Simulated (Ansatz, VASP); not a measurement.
# Sr3Ag in VASP and in Ansatz

```xyz
4
Lattice="5.4909 0.0000 0.0000 0.0000 5.4909 0.0000 0.0000 0.0000 5.4909" Properties=species:S:1:pos:R:3 pbc="T T T"
Ag    0.0000    0.0000    0.0000
Sr    2.7454    2.7454    0.0000
Sr    2.7454    0.0000    2.7454
Sr    0.0000    2.7454    2.7454
```

Alike in both runs: task single point; functional PBE; k mesh 5 × 5 × 5; occupations fermi-dirac, width 0.05 eV; no spin polarisation.

|  | VASP | Ansatz |
| --- | --- | --- |
| version | VASP 6.6.1 | Ansatz 0.2.0 |
| potentials or method | VASP PAW PBE potentials, release 64 (Ag, Sr_sv) | Ansatz PAW |
| plane-wave cutoff (eV) | 520 | 420 |
| valence electrons in the cell | 41 | 49 |

|  | VASP | Ansatz | Ansatz less VASP |
| --- | --- | --- | --- |
| gap on the k mesh at the Fermi level (eV) | none | none | - |
| pressure (GPa) | 0.0 | 0.0 | -0.03 |

A gap of «none» marks a metal or a gap that the smearing closes. VASP's potentials hold 41 valence electrons a cell and Ansatz's 49, so a difference there can come from the potentials and not from the codes.
